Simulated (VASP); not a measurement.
Write the native input for VASP 6.6.1 that does the following.

| Property | Result |
| --- | --- |
| Task | single point |
| Functional | PBE |
| Potentials or basis | VASP PAW PBE potentials, release 64 (Re) |
| Cutoff | 520 eV |
| k mesh | 9 × 9 × 5 |
| Occupations | fermi-dirac, width 0.05 eV |
| Spin | no spin polarisation |
| Dipole correction | no |
| Further INCAR settings | ALGO = Normal; EDIFF = 1e-06; NBANDS = 14 |

The structure of Re lies in POSCAR:

```
Re
1.0
    2.7653363785      0.0000000000      0.0000000000
   -1.3826681893      2.3948515538      0.0000000000
    0.0000000000      0.0000000000      4.4735766300
Re
2
Direct
    0.3333333955      0.6666667909      0.2499999648
    0.6666665821      1.3333331642      0.7499998944
```

The input as run:

INCAR

```
PREC     = Accurate       # precision mode
ENCUT    = 520            # plane-wave cutoff, eV
EDIFF    = 1E-6           # SCF threshold, eV
ISMEAR   = -1             # smearing method
SIGMA    = 0.05           # smearing width, eV
LREAL    = False          # projectors in reciprocal space
LASPH    = True           # aspherical terms in the spheres
NELM     = 60             # most SCF steps
ALGO     = Normal         # electronic algorithm
ISIF     = 2              # what is computed and relaxed
LWAVE    = False          # write WAVECAR
LCHARG   = False          # write CHGCAR
GGA      = PE             # functional
NBANDS   = 14             # bands
```

KPOINTS

```
Automatic mesh
0
Gamma
  9 9 5
```

Potentials or basis: VASP PAW PBE potentials, release 64 (Re).

Run with:

```console
$ cat potpaw_PBE.64/Re/POTCAR > POTCAR
$ mpirun -np 1 vasp_std > vasp.out
```

It gave:

```json
{"Pressure": "3.0 GPa", "Band gap on the k mesh": "zero (band 7 reaches 9.01 eV, above the bottom of band 8 at 6.31 eV)"}
```

Caveat: spin-orbit coupling is left out, which moves the levels of the heavy elements.

It took 8.9 s on 1 thread of Intel(R) Xeon(R) Platinum 8488C (Sapphire Rapids), on a shared host, peak memory 0.15 GiB.
